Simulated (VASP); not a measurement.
**Si2Ni: single point with PBE**

Si2Ni:

```
Ni Si
1.0
     0.00000    2.70300    2.70300
     2.70300    0.00000    2.70300
     2.70300    2.70300    0.00000
Ni Si
1 2
Direct
  0.00000 0.00000 0.00000
  0.75000 0.75000 0.75000
  0.25000 0.25000 0.25000
```

```yaml
Program: VASP 6.6.1
Task: single point
Functional: PBE
Potentials_or_basis: VASP PAW PBE potentials, release 64 (Ni, Si)
Cutoff: 520 eV
k_mesh: 9 × 9 × 9
Occupations: gaussian, width 0.03 eV
Spin: collinear spin, ferromagnetic start
Starting_moments: "[1.0, 0.0, 0.0] μB"
Dipole_correction: no
Further_INCAR_settings: ALGO = Normal; EDIFF = 1e-06; NBANDS = 20
```

```
Pressure                                              : 3.8 GPa
Band gap on the k mesh                                : zero (filled and empty bands overlap)
Net moment                                            : 0.00 μB per cell
Valence electrons inside the program's atomic spheres : Ni 9.81; Si 1.59
```

Levels at points of the mesh, in eV from the Fermi level:
Spin up:
```
           k point  band 7  band 8  band 9  band 10  band 11  band 12
(0.00, 0.00, 0.00)   -0.36    1.64    1.64     1.64     2.22     2.22
```
Spin down:
```
           k point  band 6  band 7  band 8  band 9  band 10  band 11  band 12  band 13
(0.00, 0.00, 0.00)   -3.57   -0.36    1.64    1.64     1.64     2.22     2.22     2.22
```

Wall time 90 s on 1 thread of Intel Xeon 8259CL (shared host), peak memory 0.2 GiB.
